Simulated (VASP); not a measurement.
Set up this calculation in VASP 6.6.1, as the native input.

```
Task                   : single point
Functional             : r2SCAN
Potentials or basis    : VASP PAW PBE potentials, release 64 (Ni)
Cutoff                 : 520 eV
k mesh                 : 12 × 12 × 12
Occupations            : fermi-dirac, width 0.05 eV
Spin                   : collinear spin, antiferromagnetic start
Starting moments       : [0.8, -0.8] μB
Dipole correction      : no
Further INCAR settings : ALGO = Normal; EDIFF = 1e-07; NBANDS = 21
```

The system is Ni.

```
CELL_PARAMETERS angstrom
0.00000 2.29047 2.29047
2.29047 0.00000 2.29047
2.29047 2.29047 0.00000
ATOMIC_POSITIONS crystal
Ni 0.00000 0.00000 0.00000
Ni 0.50000 0.50000 0.50000
```

This isn't the form of Ni at room conditions, which is fcc.

One way to write it, as run:

POSCAR

```
Ni
1.0
    0.0000000000      2.2904745232      2.2904745232
    2.2904745232      0.0000000000      2.2904745232
    2.2904745232      2.2904745232      0.0000000000
Ni
2
Direct
    0.0000000000      0.0000000000      0.0000000000
    0.5000000000      0.5000000000      0.5000000000
```

INCAR.step1

```
SYSTEM = Ni
  ALGO = Normal
  EDIFF = 1E-4
  ENCUT = 520
  GGA = PE
  ISMEAR = -1
  ISPIN = 2
  LASPH = .TRUE.
  LCHARG = .FALSE.
  LMAXMIX = 4
  LREAL = .FALSE.
  LWAVE = .TRUE.
  MAGMOM = 0.8 -0.8
  NBANDS = 21
  NELM = 150
  PREC = Accurate
  SIGMA = 0.05
```

INCAR.step2

```
SYSTEM = Ni
  ALGO = Normal
  EDIFF = 1E-7
  ENCUT = 520
  ISIF = 2
  ISMEAR = -1
  ISPIN = 2
  ISTART = 1
  LASPH = .TRUE.
  LCHARG = .FALSE.
  LMAXMIX = 4
  LMIXTAU = .TRUE.
  LORBIT = 11
  LREAL = .FALSE.
  LWAVE = .FALSE.
  MAGMOM = 0.8 -0.8
  METAGGA = R2SCAN
  NBANDS = 21
  NELM = 150
  PREC = Accurate
  SIGMA = 0.05
```

KPOINTS

```
k-points
0
G
  12 12 12
  0 0 0
```

Potentials or basis: VASP PAW PBE potentials, release 64 (Ni).

Run with:

```console
$ cat potpaw_PBE.64/Ni/POTCAR > POTCAR
$ cp INCAR.step1 INCAR
$ mpirun -np 1 vasp_std > vasp.out
$ cp INCAR.step2 INCAR
$ mpirun -np 1 vasp_std > vasp.out
```

It gave:

* Pressure: 0.4 GPa
* Band gap on the k mesh: zero (filled and empty bands overlap)
* Net moment: 0.00 μB per cell
* Valence electrons inside the program's atomic spheres: Ni 9.37

Caveat: the PAW data sets were made with another functional, which shifts forces and pressure a little.

It took 6.7 min on 1 thread of AMD EPYC 7R13, with other jobs on the host, peak memory 0.16 GiB.
